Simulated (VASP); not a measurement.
Here is a VASP 6.6.1 calculation.

File INCAR:

```
  ALGO = Normal
  DIPOL = 0.5 0.5 0.408
  EDIFF = 1E-6
  ENCUT = 400
  GGA = PE
  GGA_COMPAT = False
  IDIPOL = 3
  ISIF = 2
  ISMEAR = 0
  IVDW = 12
  LASPH = True
  LCHARG = False
  LDIPOL = True
  LREAL = False
  LWAVE = False
  NBANDS = 60
  NELM = 120
  NELMDL = -8
  PREC = Accurate
  SIGMA = 0.05
```

KPOINTS

```
k-points
0
Gamma
  3 3 1
```

POSCAR

```
ZrS2
1.0
    7.2700394428      0.0000000000      0.0000000000
   -3.6350197214      6.2960388440      0.0000000000
    0.0000000000      0.0000000000     23.2028087560
S Zr
8 4
Direct
    0.3333333333      0.1666666667      0.3447858440
    0.3333333333      0.6666666667      0.3447858440
    0.8333333333      0.1666666667      0.3447858440
    0.8333333333      0.6666666667      0.3447858440
    0.1667682680      0.3343084391      0.4710155917
    0.1664603350      0.8335272956      0.4711917149
    0.6664934423      0.3333126355      0.4710696522
    0.6660958980      0.8334015047      0.4710598837
   -0.0003370213      0.0004541447      0.4080937497
   -0.0008898464      0.5003858003      0.4076246195
    0.4995057757      0.0008917249      0.4077197202
    0.4991459367      0.5001382540      0.4078714457
```

Potentials or basis: VASP PAW PBE potentials, release 64 (S, Zr_sv).

Command:

```sh
$ cat potpaw_PBE.64/S/POTCAR potpaw_PBE.64/Zr_sv/POTCAR > POTCAR
$ mpirun -np 1 vasp_std > vasp.out
```

Q: What does it give for the dispersion energy per atom?

A: -0.247 eV.

Q: What does it give for the band gap on the k mesh?

A: 1.05 eV.

Forces on the atoms (eV/Å):
```
S   -0.031  0.004 -0.021
S   -0.010  0.008 -0.021
S   -0.004 -0.002 -0.015
S   -0.023  0.029 -0.012
S   -0.002 -0.026 -0.006
S    0.002 -0.003 -0.046
S   -0.001  0.007 -0.022
S    0.011  0.006 -0.024
Zr  -0.003 -0.024  0.033
Zr   0.020  0.011  0.049
Zr   0.024 -0.036  0.053
Zr   0.016  0.027  0.032
```
